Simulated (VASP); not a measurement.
# W in VASP: a series of runs

Aim: see how the results for W move with the level of theory and the settings. Levels: PBEsol+U, revPBE+U, LDA, r2SCAN. Tasks: single point, elastic constants.

Everything below comes from runs of VASP 6.6.1. Logs are shortened: lines on timing, memory, paths and dates and some standing lists are left out, and cuts for length are marked.

## (1) The cell of the first run

It takes space group Fm-3m (No. 225, cubic). The conventional cell has a = 3.949 Å, b = 3.949 Å, c = 3.949 Å, α = 90.00°, β = 90.00°, γ = 90.00°. W (site symmetry m-3m) has 12 W at 2.79 Å within 3.7 Å.

This isn't the form of W at room conditions, which is bcc.

## (2) Single point, PBEsol+U, non-collinear spin, zero start, spin-orbit coupling (15.39 Å³/atom)

The input, INCAR:

```
SYSTEM = W
PREC = Accurate
ENCUT = 500
EDIFF = 1E-6
ISMEAR = 1
SIGMA = 0.05
LREAL = .FALSE.
LASPH = .TRUE.
NELM = 200
ALGO = Normal
ISIF = 2
LWAVE = .FALSE.
LCHARG = .FALSE.
MAGMOM = 0 0 0
LORBIT = 11
LSORBIT = .TRUE.
GGA_COMPAT = .FALSE.
LORBMOM = .TRUE.
LMAXMIX = 4
LDAU = .TRUE.
LDAUTYPE = 2
LDAUL = 2
LDAUU = 5
LDAUJ = 0
LDAUPRINT = 1
GGA = PS
NBANDS = 25
```

The input, KPOINTS:

```
Automatic mesh
0
G
  8 8 8
  0 0 0
```

The input, POSCAR:

```
W
1.0
    0.0000000000      1.9743553150      1.9743553150
    1.9743553150      0.0000000000      1.9743553150
    1.9743553150      1.9743553150      0.0000000000
W
1
Direct
    0.0000000000      0.0000000000      0.0000000000
```

Potentials or basis: VASP PAW PBE potentials, release 64 (W_sv).

Launch:

```sh
cat potpaw_PBE.64/W_sv/POTCAR > POTCAR
mpirun -np 1 vasp_ncl > vasp.out
```

OUTCAR:

```text
SYSTEM = W
   PREC = Accurate
   ENCUT = 500
   EDIFF = 1E-6
   ISMEAR = 1
   LREAL = .FALSE.
   LASPH = .TRUE.
   NELM = 200
   ISIF = 2
   LORBIT = 11
   LSORBIT = .TRUE.
   GGA = PS

 ion  position               nearest neighbor table
   1  0.000  0.000  0.000-

  LATTYP: Found a face centered cubic cell.
 ALAT       =     3.9487106300

  Lattice vectors:

 A1 = (   0.0000000000,   1.9743553150,   1.9743553150)
 A2 = (   1.9743553150,   0.0000000000,   1.9743553150)
 A3 = (   1.9743553150,   1.9743553150,   0.0000000000)

Analysis of symmetry for initial positions (statically):
=====================================================================
 Subroutine PRICEL returns:
 Original cell was already a primitive cell.

 Routine SETGRP: Setting up the symmetry group for a
 face centered cubic supercell.

 Subroutine GETGRP returns: Found 48 space group operations
 (whereof 48 operations were pure point group operations)
 out of a pool of 48 trial point group operations.

The static configuration has the point symmetry O_h .

Analysis of symmetry for dynamics (positions and initial velocities):
=====================================================================
 Subroutine PRICEL returns:
 Original cell was already a primitive cell.

 Routine SETGRP: Setting up the symmetry group for a
 face centered cubic supercell.

 Subroutine GETGRP returns: Found 48 space group operations
 (whereof 48 operations were pure point group operations)
 out of a pool of 48 trial point group operations.

The dynamic configuration has the point symmetry O_h .

Analysis of structural, dynamic, and magnetic symmetry:
=====================================================================
 Subroutine PRICEL returns:
 Original cell was already a primitive cell.

 Routine SETGRP: Setting up the symmetry group for a
 face centered cubic supercell.

 Subroutine GETGRP returns: Found 48 space group operations
 (whereof 48 operations were pure point group operations)
 out of a pool of 48 trial point group operations.

The overall configuration has the point symmetry O_h .

 Subroutine INISYM returns: Found 48 space group operations
 (whereof 48 operations are pure point group operations),
 and found     1 'primitive' translations

----------------------------------------------------------------------------------------

                                     Primitive cell

  volume of cell :      15.3924

  direct lattice vectors                    reciprocal lattice vectors
     0.000000000  1.974355315  1.974355315    -0.253247223  0.253247223  0.253247223
     1.974355315  0.000000000  1.974355315     0.253247223 -0.253247223  0.253247223
     1.974355315  1.974355315  0.000000000     0.253247223  0.253247223 -0.253247223

  length of vectors
     2.792160063  2.792160063  2.792160063     0.438637056  0.438637056  0.438637056

  position of ions in fractional coordinates (direct lattice)
     0.000000000  0.000000000  0.000000000

  ion indices of the primitive-cell ions
   primitive index   ion index
                 1           1

----------------------------------------------------------------------------------------

 KPOINTS: Automatic mesh

Automatic generation of k-mesh.
 Grid dimensions read from file:
 generate k-points for:    8    8    8

 Generating k-lattice:

  Cartesian coordinates                     Fractional coordinates (reciprocal lattice)
    -0.031655903  0.031655903  0.031655903     0.125000000  0.000000000  0.000000000
     0.031655903 -0.031655903  0.031655903     0.000000000  0.125000000  0.000000000
     0.031655903  0.031655903 -0.031655903     0.000000000  0.000000000  0.125000000

  Length of vectors
     0.054829632  0.054829632  0.054829632

  Shift w.r.t. Gamma in fractional coordinates (k-lattice)
     0.000000000  0.000000000  0.000000000

 Subroutine IBZKPT returns following result:
 ===========================================

 Found     29 irreducible k-points:

 Following reciprocal coordinates:
            Coordinates               Weight
  0.000000  0.000000  0.000000      1.000000
  0.125000  0.000000  0.000000      8.000000
  0.250000  0.000000  0.000000      8.000000
[... 62 lines left out ...]
  Fermi-wavevector in a.u.,A,eV,Ry     =   1.586167  2.997421 34.231241  2.515925
  Thomas-Fermi vector in A             =   2.685520
   LORBIT       =     11    0 simple, 1 ext, 2 COOP (PROOUT), +10 PAW based schemes
 LDA+U is selected, type is set to LDAUTYPE =  2
   angular momentum for each species LDAUL =     2
   U (eV)           for each species LDAUU =   5.0
   J (eV)           for each species LDAUJ =   0.0
   GGA     = PS    functional components
   LHFCALC =     F    Hartree Fock is set to
   AEXX    =    0.0000 exact exchange contribution
   IVDW    =     0    specifies the selected vdW correction
   LEPSILON=     F    determine dielectric tensor
   LRPA    =     F    only Hartree local field effects (RPA)
 Methfessel and Paxton  Order N= 1 SIGMA  =   0.05
  energy-cutoff  :      500.00
  volume of cell :       15.39
 maximum number of plane-waves:       798
   NGX = 11   NGY = 11   NGZ = 11

 number of electron      14.0000000 magnetization       0.0000000      0.0000000      0.0000000

 number of electron      13.9999995 magnetization      -0.0000000      0.0000000      0.0000000

atom =   1  type =  1  l = 2

 onsite density matrix

spin component  1

  0.3784  0.0000  0.0000  0.0000  0.0000     -0.0000  0.0000 -0.0000 -0.0000  0.0843
  0.0000  0.3784  0.0000 -0.0000 -0.0000     -0.0000 -0.0000  0.0000  0.0591 -0.0000
  0.0000  0.0000  0.2787  0.0000  0.0000      0.0000 -0.0000 -0.0000  0.0000  0.0000
  0.0000 -0.0000  0.0000  0.3784  0.0000      0.0000 -0.0591 -0.0000 -0.0000 -0.0000
  0.0000 -0.0000  0.0000  0.0000  0.2787     -0.0843  0.0000 -0.0000  0.0000 -0.0000
[... 19 lines left out ...]
  0.3784  0.0000  0.0000  0.0000 -0.0000     -0.0000 -0.0000  0.0000  0.0000 -0.0843
  0.0000  0.3784  0.0000 -0.0000 -0.0000      0.0000 -0.0000 -0.0000 -0.0591  0.0000
  0.0000  0.0000  0.2787  0.0000  0.0000     -0.0000  0.0000 -0.0000 -0.0000 -0.0000
  0.0000 -0.0000  0.0000  0.3784  0.0000     -0.0000  0.0591  0.0000 -0.0000  0.0000
 -0.0000 -0.0000  0.0000  0.0000  0.2787      0.0843 -0.0000  0.0000 -0.0000 -0.0000

 occupancies and eigenvectors

  o =  0.2278  v =  0.0756  0.0426 -0.0085  0.0100 -0.0000 -0.0264  0.2615  0.0288  0.0030 -0.0000      0.0000 -0.0100  0.8593  0.0690 -0.1880  0.0000  0.0030  0.1602 -0.3372 -0.0656
  o =  0.2278  v =  0.0106 -0.2211  0.0504 -0.1508 -0.0000  0.0869  0.0523 -0.3750 -0.0176  0.1002      0.0000  0.1105  0.1654 -0.3080 -0.0264 -0.0403 -0.0176 -0.7595 -0.0629  0.2161
  o =  0.2278  v =  0.0691  0.2531  0.0049  0.0101 -0.0000  0.3396 -0.0406 -0.0108 -0.0017 -0.0690      0.0000  0.0176 -0.0173 -0.0865 -0.1718  0.0277 -0.0017  0.2390 -0.0285  0.8443
  o =  0.2278  v = -0.3458  0.0531  0.0007 -0.0004  0.0000  0.0648  0.2389 -0.0073 -0.0002 -0.0107      0.0000  0.0047  0.1896 -0.0116  0.8597  0.0043 -0.0002  0.0595  0.1069  0.1610
  o =  0.2603  v =  0.4082  0.4081  0.0000  0.0108 -0.0000 -0.4081  0.4082  0.0000 -0.0000 -0.0000      0.0000  0.0108  0.0000 -0.4081  0.0000 -0.0108 -0.0000  0.0000  0.4082  0.0000
  o =  0.2603  v = -0.4082  0.4081  0.0000  0.0108 -0.0000 -0.4081 -0.4082  0.0000 -0.0000 -0.0000      0.0000  0.0108 -0.0000 -0.4081 -0.0000 -0.0108 -0.0000  0.0000 -0.4082  0.0000
  o =  0.4884  v =  0.2583 -0.0509 -0.0677  0.3884  0.0000  0.0412  0.3166 -0.1483 -0.0972  0.2118      0.0000 -0.0374 -0.3106 -0.0921  0.1558  0.3510 -0.0972  0.0498 -0.5749 -0.0249
  o =  0.4884  v = -0.0000 -0.2331 -0.1570  0.4219  0.0000 -0.4073 -0.3046 -0.2172 -0.2253  0.1329      0.0000 -0.2015  0.2122  0.1741  0.0000  0.2203 -0.2253  0.0205  0.3046  0.2457
  o =  0.4884  v = -0.5719  0.3475 -0.0270  0.2594 -0.0000  0.2166  0.3466 -0.1025 -0.0387  0.1354      0.0000 -0.0349 -0.0422  0.1309 -0.3451  0.2245 -0.0387 -0.1667  0.2253 -0.1307
  o =  0.4884  v =  0.3777  0.5611  0.0055  0.1271  0.0000  0.2998 -0.4019 -0.0538  0.0078  0.0602      0.0000 -0.0273  0.1484  0.2612  0.2279  0.0999  0.0078 -0.2864  0.0242 -0.1809

 number of electron      13.9999995 magnetization      -0.0000000     -0.0000000      0.0000000

 Free energy of the ion-electron system (eV)
  ---------------------------------------------------
  ext. energy  EPLUGINS =         0.00000000
  ---------------------------------------------------
  free energy    TOTEN  =        -8.76627390 eV

  energy without entropy =       -8.76562833  energy(sigma->0) =       -8.76605871

 E-fermi :  12.0174     XC(G=0): -13.9309

 val. band max:       11.9293154656   @ k =  -0.3750   0.1250   0.0000
 cond. band min:      12.0249545184   @ k =   0.5000   0.1250   0.0000
 fundamental gap:      0.0956390528
 Fermi energy:        12.0174230091

 k-point     1 :       0.0000    0.0000    0.0000
  band No.  band energies     occupation
      1     -62.3870      1.00000
      2     -62.3870      1.00000
      3     -32.0240      1.00000
      4     -32.0240      1.00000
      5     -23.0073      1.00000
      6     -23.0073      1.00000
[... 661 lines left out ...]
     24      27.5870      0.00000
     25      29.4620      0.00000

 [... further k-points ...]

------------------------ aborting loop because EDIFF is reached ----------------------------------------

  FORCE on cell =-STRESS in cart. coord.  units (eV):
  Direction    XX          YY          ZZ          XY          YZ          ZX
  --------------------------------------------------------------------------------------
  -------------------------------------------------------------------------------------
  Total        3.0126895      3.0126895      3.0126895      0.0000000     -0.0000000      0.0000000
  in kB      313.5877050    313.5877050    313.5877050      0.0000000     -0.0000000      0.0000000
  external PRESSURE =     313.5877050 kB  Pullay stress =       0.0000000 kB

 VOLUME and BASIS-vectors are now :
 -----------------------------------------------------------------------------
  energy-cutoff  :      500.00
  volume of cell :       15.39
      direct lattice vectors                 reciprocal lattice vectors
     0.000000000  1.974355315  1.974355315    -0.253247223  0.253247223  0.253247223
     1.974355315  0.000000000  1.974355315     0.253247223 -0.253247223  0.253247223
     1.974355315  1.974355315  0.000000000     0.253247223  0.253247223 -0.253247223

 POSITION                                       TOTAL-FORCE (eV/Angst)
 -----------------------------------------------------------------------------------
      0.00000      0.00000      0.00000        -0.000000      0.000000      0.000000
 -----------------------------------------------------------------------------------
    total drift:                                0.000000      0.000000      0.000000

  FREE ENERGIE OF THE ION-ELECTRON SYSTEM (eV)
  ---------------------------------------------------
  free  energy   TOTEN  =        -8.7662738952 eV

  energy  without entropy=       -8.7656283325  energy(sigma->0) =       -8.76605871

 orbital moment (x)

 # of ion     p       d       tot
 ----------------------------------------
  1         0.000   0.000   0.000
 ----------------------------------------
            0.000   0.000   0.000

 orbital moment (y)

 # of ion     p       d       tot
 ----------------------------------------
  1         0.000   0.000   0.000
 ----------------------------------------
            0.000   0.000   0.000

 orbital moment (z)

 # of ion     p       d       tot
 ----------------------------------------
  1         0.000   0.000   0.000
 ----------------------------------------
            0.000   0.000   0.000

 Spin-Orbit-Coupling matrix elements

 Ion:    1  E_soc:     -1.9453919
 l=   1
     0.0000000    -0.2353370    -0.2353370
    -0.2353370     0.0000000    -0.2353370
    -0.2353370    -0.2353370     0.0000000
 l=   2
     0.0000000    -0.0225811     0.0000000    -0.0225811    -0.0663139
    -0.0225811     0.0000000    -0.0497354    -0.0225811    -0.0165785
     0.0000000    -0.0497354     0.0000000    -0.0497354     0.0000000
    -0.0225811    -0.0225811    -0.0497354     0.0000000    -0.0165785
    -0.0663139    -0.0165785     0.0000000    -0.0165785     0.0000000
 l=   3
     0.0000000     0.0000000     0.0000000     0.0000000     0.0000000     0.0000000     0.0000000
     0.0000000     0.0000000     0.0000000     0.0000000     0.0000000     0.0000000     0.0000000
     0.0000000     0.0000000     0.0000000     0.0000000     0.0000000     0.0000000     0.0000000
     0.0000000     0.0000000     0.0000000     0.0000000     0.0000000     0.0000000     0.0000000
     0.0000000     0.0000000     0.0000000     0.0000000     0.0000000     0.0000000     0.0000000
     0.0000000     0.0000000     0.0000000     0.0000000     0.0000000     0.0000000     0.0000000
     0.0000000     0.0000000     0.0000000     0.0000000     0.0000000     0.0000000     0.0000000

 total charge

# of ion       s       p       d       tot
------------------------------------------
    1        2.439   6.380   3.333  12.152

 magnetization (x)

# of ion       s       p       d       tot
------------------------------------------
    1        0.000   0.000   0.000   0.000

 magnetization (y)

# of ion       s       p       d       tot
------------------------------------------
    1       -0.000   0.000   0.000   0.000

 magnetization (z)

# of ion       s       p       d       tot
------------------------------------------
    1       -0.000   0.000   0.000  -0.000
```

Wall time 19 s (1 thread of Intel Xeon Platinum 8488C (Sapphire Rapids), shared host); peak memory 0.16 GiB.

What came out:

| Property | Result |
| --- | --- |
| Free energy | -8.7663 eV |
| Pressure | 31.4 GPa |
| Net moment | 0.00 μB per cell |
| Valence electrons inside the program's atomic spheres | W 12.15 |

Moments on the atoms (μB; x, y, z):
```
W   0.00 0.00 0.00
```

Caveat: the cell stands under pressure; the PAW data sets were made with another functional, which shifts forces and pressure a little; the U is typed as a test and isn't derived for this compound.

## (3) Single point, revPBE+U, non-collinear spin, zero start, spin-orbit coupling (13.38 Å³/atom)

This run uses another cell than the first one, of 13.38 Å³/atom.

The input, INCAR:

```
SYSTEM = W
PREC     = Accurate       ! precision mode
ENCUT    = 520            ! plane-wave cutoff, eV
EDIFF    = 1E-6           ! SCF threshold, eV
ISMEAR   = -5             ! smearing method
SIGMA    = 0.05           ! smearing width, eV
LREAL    = .FALSE.        ! projectors in reciprocal space
LASPH    = .TRUE.         ! aspherical terms in the spheres
NELM     = 150            ! most SCF steps
ALGO     = Normal         ! electronic algorithm
ISIF     = 2              ! what is computed and relaxed
LWAVE    = .FALSE.        ! write WAVECAR
LCHARG   = .TRUE.         ! write CHGCAR
MAGMOM   = 0 0 0          ! initial moments
LORBIT   = 11             ! projections on sites
LSORBIT  = .TRUE.         ! spin-orbit coupling
GGA_COMPAT= .FALSE.      
LORBMOM  = .TRUE.       
LMAXMIX  = 4              ! l up to which the mixer works
LDAU     = .TRUE.         ! DFT+U
LDAUTYPE = 2            
LDAUL    = 2              ! shell
LDAUU    = 8              ! U, eV
LDAUJ    = 0            
LDAUPRINT= 1            
GGA      = RE             ! functional
LVHAR    = .TRUE.       
NBANDS   = 25             ! bands
```

The input, KPOINTS:

```
regular mesh
0
G
  11 11 11
  0 0 0
```

The input, POSCAR:

```
W
1.0
    0.0000000000      1.8844850664      1.8844850664
    1.8844850664      0.0000000000      1.8844850664
    1.8844850664      1.8844850664      0.0000000000
W
1
Direct
    0.0000000000      0.0000000000      0.0000000000
```

Potentials or basis: VASP PAW PBE potentials, release 64 (W_sv).

Launch:

```sh
cat potpaw_PBE.64/W_sv/POTCAR > POTCAR
mpirun -np 1 vasp_ncl > vasp.out
```

Run time: 64 s. Hardware: 1 thread of Intel Xeon 8259CL, shared host; peak memory 0.18 GiB.

The run converged. Its results:

- Free energy: -3.2522 eV
- Pressure: 139.4 GPa
- Net moment: 0.00 μB per cell
- Valence electrons inside the program's atomic spheres: W 12.53

Moments on the atoms (μB; x, y, z):
```
W   0.00 0.00 0.00
```

Caveat: the cell stands under pressure; the PAW data sets were made with another functional, which shifts forces and pressure a little; the U is typed as a test and isn't derived for this compound. The state reached can hang on the start; a lower one may exist.

## (4) Elastic constants, LDA (the cell strained at random)

The input, INCAR:

```
SYSTEM = W
  ALGO = Normal
  EDIFF = 1E-8
  ENCUT = 600
  GGA = CA
  IBRION = 6
  ISIF = 3
  ISMEAR = 1
  LASPH = .TRUE.
  LCHARG = .FALSE.
  LREAL = .FALSE.
  LWAVE = .FALSE.
  NELM = 60
  NFREE = 2
  NSW = 1
  POTIM = 0.015
  PREC = Accurate
  SIGMA = 0.2
```

The input, KPOINTS:

```
k-points
0
G
  8 8 8
  0 0 0
```

The input, POSCAR:

```
W
1.0
   -0.0081620000      2.0071130000      2.0121910000
    2.0750340000      0.0068860000      1.9971440000
    2.0847860000      2.0018180000     -0.0028660000
W
1
Direct
    0.0519470000     -0.0191520000     -0.0166250000
```

Potentials or basis: VASP PAW LDA potentials, release 64 (W_sv).

Launch:

```sh
cat potpaw_LDA.64/W_sv/POTCAR > POTCAR
mpirun -np 1 vasp_std > vasp.out
```

Wall time 5.2 min (1 thread of Intel Xeon Platinum 8259CL at 2.50GHz (Skylake/Cascade Lake), shared host); peak memory 0.24 GiB.

The run converged. Its results:

| Property | Result |
| --- | --- |
| Voigt bulk modulus | 264 GPa |

Elastic tensor in Voigt notation (GPa, in the Cartesian axes of the cell as first typed):
```
 220  295  300    3   -7    1
 295  -14  494    2   -2    0
 300  494   -8    4    3    1
   3    2    4 -199   -3  -13
  -7   -2    3   -3 -116   10
   1    0    1  -13   10 -127
```

Clamped-ion elastic tensor (GPa):
```
 220  295  300    3   -7    1
 295  -14  494    2   -2    0
 300  494   -8    4    3    1
   3    2    4 -199   -3  -13
  -7   -2    3   -3 -116   10
   1    0    1  -13   10 -127
```

Caveat: the cell differs from its parent crystal (the cell strained at random); the cell is under stress, which shifts elastic constants; the elastic tensor has a negative eigenvalue, so either the cell is unstable as it stands or the mesh is too thin; spin-orbit coupling is left out, which moves the levels of the heavy elements.

[end of part 1 of 2]
